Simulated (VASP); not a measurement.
# Al2O3 (P-3m1) in VASP: a series of runs

Al2O3 is run at these levels: PBEsol, LDA; tasks: single point.

Program: VASP 6.6.1. These are calculated values, not measurements. Logs are shortened: lines on timing, memory, paths and dates and some standing lists are left out, and cuts for length are marked.

## (1) The cell of the first run

The structure is trigonal, space group P-3m1 (No. 164). Conventional cell: a = 2.956 Å, b = 2.956 Å, c = 7.420 Å, α = 90.00°, β = 90.00°, γ = 120.00°. Al (site symmetry 3m) has 4 O at 1.65 to 1.80 Å within 2.2 Å. O (site symmetry -3m) has 2 Al at 1.65 Å within 2.2 Å. Within 2.4 Å of O (site symmetry 3m) lie 3 Al at 1.80 Å.

## (2) Single point, PBEsol (volume scaled by 0.94)

Input file INCAR:

```
SYSTEM = Al2O3
PREC = Accurate
ENCUT = 520
EDIFF = 1E-6
ISMEAR = -1
SIGMA = 0.05
LREAL = .False.
LASPH = .True.
NELM = 60
ALGO = Normal
ISIF = 2
LWAVE = .False.
LCHARG = .False.
GGA = PS
NBANDS = 20
```

Input file KPOINTS:

```
regular mesh
0
Gamma
  10 10 4
  0 0 0
```

Input file POSCAR:

```
Al2O3
1.0
    2.9558839834      0.0000000000      0.0000000000
   -1.4779419917      2.5598706203      0.0000000000
    0.0000000000      0.0000000000      7.4200082063
Al O
2 3
Direct
    0.0000000000      0.0000000000      0.7220490000
    0.0000000000      0.0000000000      0.2779510000
    0.0000000000      0.0000000000      0.5000000000
    0.6666666667      0.3333333333      0.8005460000
    0.3333333333      0.6666666667      0.1994540000
```

Potentials or basis: VASP PAW PBE potentials, release 64 (Al, O).

Launch:

```
$ cat potpaw_PBE.64/Al/POTCAR potpaw_PBE.64/O/POTCAR > POTCAR
$ mpirun -np 1 vasp_std > vasp.out
```

OUTCAR:

```text
SYSTEM = Al2O3
   PREC = Accurate
   ENCUT = 520
   EDIFF = 1E-6
   ISMEAR = -1
   LREAL = .False.
   LASPH = .True.
   NELM = 60
   ISIF = 2
   GGA = PS

 ion  position               nearest neighbor table
   1  0.000  0.000  0.722-   3 1.65   4 1.80   4 1.80   4 1.80   2 3.30
   2  0.000  0.000  0.278-   3 1.65   5 1.80   5 1.80   5 1.80   1 3.30
   3  0.000  0.000  0.500-   1 1.65   2 1.65
   4  0.667  0.333  0.801-   1 1.80   1 1.80   1 1.80
   5  0.333  0.667  0.199-   2 1.80   2 1.80   2 1.80

  LATTYP: Found a hexagonal cell.
 ALAT       =     2.9558839834
 C/A-ratio  =     2.5102501478

  Lattice vectors:

 A1 = (   2.9558839834,   0.0000000000,   0.0000000000)
 A2 = (  -1.4779419917,   2.5598706203,   0.0000000000)
 A3 = (   0.0000000000,   0.0000000000,   7.4200082063)

Analysis of symmetry for initial positions (statically):
=====================================================================
 Subroutine PRICEL returns:
 Original cell was already a primitive cell.

 Routine SETGRP: Setting up the symmetry group for a
 hexagonal supercell.

 Subroutine GETGRP returns: Found 12 space group operations
 (whereof 12 operations were pure point group operations)
 out of a pool of 24 trial point group operations.

The static configuration has the point symmetry D_3d.

Analysis of symmetry for dynamics (positions and initial velocities):
=====================================================================
 Subroutine PRICEL returns:
 Original cell was already a primitive cell.

 Routine SETGRP: Setting up the symmetry group for a
 hexagonal supercell.

 Subroutine GETGRP returns: Found 12 space group operations
 (whereof 12 operations were pure point group operations)
 out of a pool of 24 trial point group operations.

The dynamic configuration has the point symmetry D_3d.

 Subroutine INISYM returns: Found 12 space group operations
 (whereof 12 operations are pure point group operations),
 and found     1 'primitive' translations

----------------------------------------------------------------------------------------

                                     Primitive cell

  volume of cell :      56.1448

  direct lattice vectors                    reciprocal lattice vectors
     2.955883983  0.000000000  0.000000000     0.338308271  0.195322371  0.000000000
    -1.477941992  2.559870620  0.000000000     0.000000000  0.390644743  0.000000000
     0.000000000  0.000000000  7.420008206     0.000000000  0.000000000  0.134770740

  length of vectors
     2.955883983  2.955883983  7.420008206     0.390644743  0.390644743  0.134770740

  position of ions in fractional coordinates (direct lattice)
     0.000000000  0.000000000  0.722049000
     0.000000000  0.000000000  0.277951000
     0.000000000  0.000000000  0.500000000
     0.666666667  0.333333333  0.800546000
     0.333333333  0.666666667  0.199454000

  ion indices of the primitive-cell ions
   primitive index   ion index
                 1           1
                 2           2
                 3           3
                 4           4
                 5           5

----------------------------------------------------------------------------------------

 KPOINTS: regular mesh

Automatic generation of k-mesh.
 Grid dimensions read from file:
 generate k-points for:   10   10    4

 Generating k-lattice:

  Cartesian coordinates                     Fractional coordinates (reciprocal lattice)
     0.033830827  0.019532237  0.000000000     0.100000000  0.000000000  0.000000000
     0.000000000  0.039064474  0.000000000     0.000000000  0.100000000  0.000000000
     0.000000000  0.000000000  0.033692685     0.000000000  0.000000000  0.250000000

  Length of vectors
     0.039064474  0.039064474  0.033692685

  Shift w.r.t. Gamma in fractional coordinates (k-lattice)
     0.000000000  0.000000000  0.000000000

 Subroutine IBZKPT returns following result:
 ===========================================

 Found     50 irreducible k-points:

 Following reciprocal coordinates:
            Coordinates               Weight
  0.000000  0.000000  0.000000      1.000000
  0.100000  0.000000  0.000000      6.000000
  0.200000  0.000000  0.000000      6.000000
  0.300000  0.000000  0.000000      6.000000
  0.400000  0.000000  0.000000      6.000000
  0.500000  0.000000  0.000000      3.000000
[... 16 lines left out ...]
  0.000000  0.400000  0.250000      6.000000
  0.500000  0.000000  0.250000      6.000000
 [... further k-points ...]
   k-points           NKPTS =     50   k-points in BZ     NKDIM =     50   number of bands    NBANDS=     20
   number of dos      NEDOS =    301   number of ions     NIONS =      5
   total plane-waves  NPLWV =  32256
   dimension x,y,z NGX =    24 NGY =   24 NGZ =   56
   dimension x,y,z NGXF=    48 NGYF=   48 NGZF=  112
   ions per type =               2   3
   NGX,Y,Z   is equivalent  to a cutoff of  13.50, 13.50, 12.55 a.u.
   NGXF,Y,Z  is equivalent  to a cutoff of  27.00, 27.00, 25.09 a.u.
 SYSTEM =  Al2O3
   PREC   = accura    normal or accurate (medium, high low for compatibility)
   ISTART =      0    job   : 0-new  1-cont  2-samecut
   ICHARG =      2    charge: 1-file 2-atom 10-const
   ISPIN  =      1    spin polarized calculation?
   LNONCOLLINEAR =      F non collinear calculations
   LSORBIT =      F    spin-orbit coupling
   LASPH  =      T    aspherical Exc in radial PAW
   ENCUT  =  520.0 eV  38.22 Ry    6.18 a.u.   5.50  5.50 13.80*2*pi/ulx,y,z
   NELM   =     60;   NELMIN=  2; NELMDL= -5     # of ELM steps
   EDIFF  = 0.1E-05   stopping-criterion for ELM
   LREAL  =      F    real-space projection
   EDIFFG = 0.1E-04   stopping-criterion for IOM
   NSW    =      0    number of steps for IOM
   IBRION =     -1    ionic relax: 0-MD 1-quasi-New 2-CG
   NFREE  =      0    steps in history (QN), initial steepest desc. (CG)
   ISIF   =      2    stress and relaxation
   ISYM   =      2    0-nonsym 1-usesym 2-fastsym
   POTIM  = 0.5000    time-step for ionic-motion
   TEBEG  =    0.0;   TEEND  =   0.0 temperature during run
   PSTRESS=    0.0 pullay stress
   NELECT =      24.0000    total number of electrons
   NUPDOWN=      -1.0000    fix difference up-down
   EMIN   =  10.00;   EMAX   =-10.00  energy-range for DOS
   EFERMI =   0.00;   METHOD = LEGACY
   ISMEAR =    -1;   SIGMA  =   0.05  broadening in eV -4-tet -1-fermi 0-gaus
   EFERMI_NEDOS =   21; number of points for ismear=-14 and -15
   IALGO  =     38    algorithm
   IMIX   =      4    mixing-type and parameters
     AMIX     =   0.40;   BMIX     =  1.00
     AMIX_MAG =   1.60;   BMIX_MAG =  1.00
  volume/ion in A,a.u.               =      11.23        75.78
  Fermi-wavevector in a.u.,A,eV,Ry     =   1.233224  2.330456 20.692305  1.520842
  Thomas-Fermi vector in A             =   2.367963
   LORBIT       =      0    0 simple, 1 ext, 2 COOP (PROOUT), +10 PAW based schemes
   GGA     = PS    functional components
   LHFCALC =     F    Hartree Fock is set to
   AEXX    =    0.0000 exact exchange contribution
   IVDW    =     0    specifies the selected vdW correction
   LEPSILON=     F    determine dielectric tensor
   LRPA    =     F    only Hartree local field effects (RPA)
 non-spin polarized calculation
  energy-cutoff  :      520.00
  volume of cell :       56.14
 maximum number of plane-waves:      1540
 NGX is ok and might be reduce to    24
   NGX = 11   NGY = 11   NGZ = 27

 number of electron      23.9999999 magnetization

 Free energy of the ion-electron system (eV)
  ---------------------------------------------------
  ext. energy  EPLUGINS =         0.00000000
  ---------------------------------------------------
  free energy    TOTEN  =       -37.68563451 eV

  energy without entropy =      -37.68563451  energy(sigma->0) =      -37.68563451

 E-fermi :   5.3933     XC(G=0): -10.2200

 val. band max:        4.2447575890   @ k =   0.0000   0.0000   0.0000
 cond. band min:       6.8796024713   @ k =   0.0000   0.0000   0.0000
 fundamental gap:      2.6348448823
 Fermi energy:         5.3932803683

 k-point     1 :       0.0000    0.0000    0.0000
  band No.  band energies     occupation
      1     -15.6056      2.00000
      2     -15.3732      2.00000
      3     -12.7274      2.00000
      4      -1.7851      2.00000
      5      -0.4923      2.00000
      6       0.4349      2.00000
[... 12 lines left out ...]
     19      16.7865      0.00000
     20      17.1297      0.00000

 k-point     2 :       0.1000    0.0000    0.0000
  band No.  band energies     occupation
      1     -15.5183      2.00000
      2     -15.2966      2.00000
      3     -12.6800      2.00000
      4      -1.7438      2.00000
      5      -0.4594      2.00000
      6       0.0461      2.00000
[... 12 lines left out ...]
     19      16.8158      0.00000
     20      17.0338      0.00000

 k-point     3 :       0.2000    0.0000    0.0000
  band No.  band energies     occupation
      1     -15.2785      2.00000
      2     -15.0885      2.00000
      3     -12.5548      2.00000
      4      -1.8206      2.00000
      5      -1.0133      2.00000
      6      -0.4900      2.00000
[... 12 lines left out ...]
     19      16.6707      0.00000
     20      17.5818      0.00000

 k-point     4 :       0.3000    0.0000    0.0000
  band No.  band energies     occupation
      1     -14.9541      2.00000
      2     -14.8157      2.00000
      3     -12.3994      2.00000
      4      -2.4145      2.00000
      5      -2.0132      2.00000
      6      -0.4895      2.00000
[... 12 lines left out ...]
     19      16.5258      0.00000
     20      17.8186      0.00000

 k-point     5 :       0.4000    0.0000    0.0000
  band No.  band energies     occupation
      1     -14.6580      2.00000
      2     -14.5848      2.00000
      3     -12.2754      2.00000
      4      -3.0436      2.00000
      5      -2.7572      2.00000
      6      -0.3491      2.00000
[... 12 lines left out ...]
     19      15.6947      0.00000
     20      18.0103      0.00000

 k-point     6 :       0.5000    0.0000    0.0000
  band No.  band energies     occupation
      1     -14.5239      2.00000
      2     -14.5049      2.00000
      3     -12.2291      2.00000
      4      -3.2888      2.00000
      5      -3.0310      2.00000
      6      -0.3413      2.00000
[... 12 lines left out ...]
     19      15.4435      0.00000
     20      17.8601      0.00000

 k-point     7 :       0.1000    0.1000    0.0000
  band No.  band energies     occupation
      1     -15.3547      2.00000
      2     -15.1541      2.00000
      3     -12.5936      2.00000
      4      -1.7496      2.00000
      5      -0.7225      2.00000
      6      -0.3469      2.00000
[... 12 lines left out ...]
     19      16.6704      0.00000
     20      17.5064      0.00000
[... 277 lines left out ...]
 k-point    20 :       0.3000    0.0000    0.2500
  band No.  band energies     occupation
      1     -14.9388      2.00000
      2     -14.8323      2.00000
      3     -12.3981      2.00000
      4      -2.3931      2.00000
      5      -1.9901      2.00000
      6      -0.6454      2.00000
[... 12 lines left out ...]
     19      16.4134      0.00000
     20      17.9914      0.00000

 k-point    21 :       0.0000    0.3000    0.2500
  band No.  band energies     occupation
      1     -14.9304      2.00000
      2     -14.8415      2.00000
      3     -12.3966      2.00000
      4      -2.4517      2.00000
      5      -1.9447      2.00000
      6      -0.7350      2.00000
[... 12 lines left out ...]
     19      16.8640      0.00000
     20      17.7130      0.00000

 k-point    22 :       0.4000    0.0000    0.2500
  band No.  band energies     occupation
      1     -14.6566      2.00000
      2     -14.5859      2.00000
      3     -12.2760      2.00000
      4      -3.0706      2.00000
      5      -2.7064      2.00000
      6      -0.2973      2.00000
[... 12 lines left out ...]
     19      15.8894      0.00000
     20      17.9391      0.00000

 k-point    23 :       0.0000    0.4000    0.2500
  band No.  band energies     occupation
      1     -14.6390      2.00000
      2     -14.6044      2.00000
      3     -12.2744      2.00000
      4      -3.1089      2.00000
      5      -2.6774      2.00000
      6      -0.4419      2.00000
[... 12 lines left out ...]
     19      15.8896      0.00000
     20      17.8986      0.00000

 k-point    24 :       0.5000    0.0000    0.2500
  band No.  band energies     occupation
      1     -14.5292      2.00000
      2     -14.4992      2.00000
      3     -12.2296      2.00000
      4      -3.3488      2.00000
      5      -2.9571      2.00000
      6      -0.3178      2.00000
[... 12 lines left out ...]
     19      15.6623      0.00000
     20      17.7921      0.00000

 [... further k-points ...]

------------------------ aborting loop because EDIFF is reached ----------------------------------------

  FORCE on cell =-STRESS in cart. coord.  units (eV):
  Direction    XX          YY          ZZ          XY          YZ          ZX
  --------------------------------------------------------------------------------------
  -------------------------------------------------------------------------------------
  Total        2.1191979      2.1191979      3.6199281     -0.0000000      0.0000000      0.0000000
  in kB       60.4745035     60.4745035    103.3001003     -0.0000000      0.0000000      0.0000000
  external PRESSURE =      74.7497025 kB  Pullay stress =       0.0000000 kB

 VOLUME and BASIS-vectors are now :
 -----------------------------------------------------------------------------
  energy-cutoff  :      520.00
  volume of cell :       56.14
      direct lattice vectors                 reciprocal lattice vectors
     2.955883983  0.000000000  0.000000000     0.338308271  0.195322371  0.000000000
    -1.477941992  2.559870620  0.000000000     0.000000000  0.390644743  0.000000000
     0.000000000  0.000000000  7.420008206     0.000000000  0.000000000  0.134770740

 POSITION                                       TOTAL-FORCE (eV/Angst)
 -----------------------------------------------------------------------------------
      0.00000      0.00000      5.35761        -0.000000     -0.000000      0.537678
      0.00000      0.00000      2.06240         0.000000      0.000000     -0.537678
      0.00000      0.00000      3.71000         0.000000      0.000000      0.000000
      1.47794      0.85329      5.94006         0.000000     -0.000000      0.344273
     -0.00000      1.70658      1.47995        -0.000000      0.000000     -0.344273
 -----------------------------------------------------------------------------------
    total drift:                                0.000000      0.000000     -0.000000

  FREE ENERGIE OF THE ION-ELECTRON SYSTEM (eV)
  ---------------------------------------------------
  free  energy   TOTEN  =       -37.6856345056 eV

  energy  without entropy=      -37.6856345056  energy(sigma->0) =      -37.68563451
```

Run time: 82 s. Hardware: 1 thread of AMD EPYC 7R43 (Zen 3), shared host; peak memory 0.16 GiB.

Results:

- Free energy: -37.6856 eV
- Pressure: 7.5 GPa
- Largest force: 0.538 eV/Å
- Band gap on the k mesh: 2.63 eV, direct

Forces in eV/Å, atoms in the order of the input:
```
Al   0.000  0.000  0.538
Al   0.000  0.000 -0.538
O    0.000  0.000  0.000
O    0.000  0.000  0.344
O    0.000  0.000 -0.344
```

Caveat: the PAW data sets were made with another functional, which shifts forces and pressure a little. A k mesh can miss the band edges.

## (3) Single point, LDA (volume scaled by 0.96)

Input file INCAR:

```
  PREC = Accurate
  ENCUT = 520
  EDIFF = 1E-6
  ISMEAR = -1
  SIGMA = 0.05
  LREAL = False
  LASPH = True
  NELM = 100
  ALGO = Normal
  ISIF = 2
  LWAVE = False
  LCHARG = False
  GGA = CA
  NBANDS = 20
```

Input file KPOINTS:

```
regular mesh
0
Gamma
  10 10 4
```

Edit POSCAR of step 2 so:

```diff
@@ -2,5 +2,5 @@
 1.0
-    2.9558839834      0.0000000000      0.0000000000
-   -1.4779419917      2.5598706203      0.0000000000
-    0.0000000000      0.0000000000      7.4200082063
+    2.9767007536      0.0000000000      0.0000000000
+   -1.4883503768      2.5778984721      0.0000000000
+    0.0000000000      0.0000000000      7.4722635069
 Al O
```

Potentials or basis: VASP PAW LDA potentials, release 64 (Al, O).

Launch:

```
$ cat potpaw_LDA.64/Al/POTCAR potpaw_LDA.64/O/POTCAR > POTCAR
$ mpirun -np 1 vasp_std > vasp.out
```

Run time: 74 s. Hardware: 1 thread of AMD EPYC 7R43 (Zen 3), shared host; peak memory 0.15 GiB.

The run converged. Its results:

| Item | Value |
| --- | --- |
| Free energy | -39.7476 eV |
| Pressure | -0.9 GPa |
| Largest force | 0.289 eV/Å |
| Band gap on the k mesh | 2.48 eV, direct |

Forces in eV/Å, atoms in the order of the input:
```
Al   0.000  0.000  0.289
Al   0.000  0.000 -0.289
O    0.000  0.000  0.000
O    0.000  0.000 -0.096
O    0.000  0.000  0.096
```

Stress tensor (GPa, compression positive):
```
-1.79  0.00  0.00
 0.00 -1.79  0.00
 0.00  0.00  0.79
```

Levels at points of the mesh, in eV from the valence-band top:
```
           k point  band 10  band 11  band 12  band 13  band 14  band 15
(0.00, 0.00, 0.00)    -2.36     0.00     0.00     2.48     4.53     7.42
(0.50, 0.00, 0.00)    -3.15    -1.84    -0.52     4.50     6.24     8.24
(0.00, 0.00, 0.50)    -3.21     0.00     0.00     3.41     3.58     8.21
(0.50, 0.00, 0.50)    -3.41    -1.76    -0.52     5.01     5.56     8.27
```

(Part 1 of 3 ends here.)
